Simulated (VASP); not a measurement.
Here is a VASP 6.6.1 calculation.

File INCAR:

```
SYSTEM = La3N4
ALGO = Normal
EDIFF = 1E-6
ENCUT = 520
GGA = PE
ISIF = 2
ISMEAR = 0
LASPH = .True.
LCHARG = .False.
LREAL = .False.
LWAVE = .False.
NBANDS = 36
NELM = 100
PREC = Accurate
SIGMA = 0.1
```

Contents of KPOINTS:

```
k-points
0
Gamma
  8 8 8
  0 0 0
```

POSCAR

```
La3N4
1.0
    5.6142596839      0.0000000000      0.0000000000
    0.0000000000      5.6142596839      0.0000000000
    0.0000000000      0.0000000000      5.6142596839
La N
3 4
Direct
    0.0000000000      0.0000000000      0.5000000000
    0.5000000000      0.0000000000      0.0000000000
    0.0000000000      0.5000000000      0.0000000000
    0.7813824499      0.7813824499      0.7813824499
    0.2186175501      0.2186175501      0.7813824499
    0.2186175501      0.7813824499      0.2186175501
    0.7813824499      0.2186175501      0.2186175501
```

Potentials or basis: VASP PAW PBE potentials, release 64 (La, N).

Command:

```sh
$ cat potpaw_PBE.64/La/POTCAR potpaw_PBE.64/N/POTCAR > POTCAR
$ mpirun -np 1 vasp_std > vasp.out
```

(1) What does it give for the largest force?

(2) Predict the pressure.

Results:

(1) 0.004 eV/Å.

(2) -0.1 GPa.
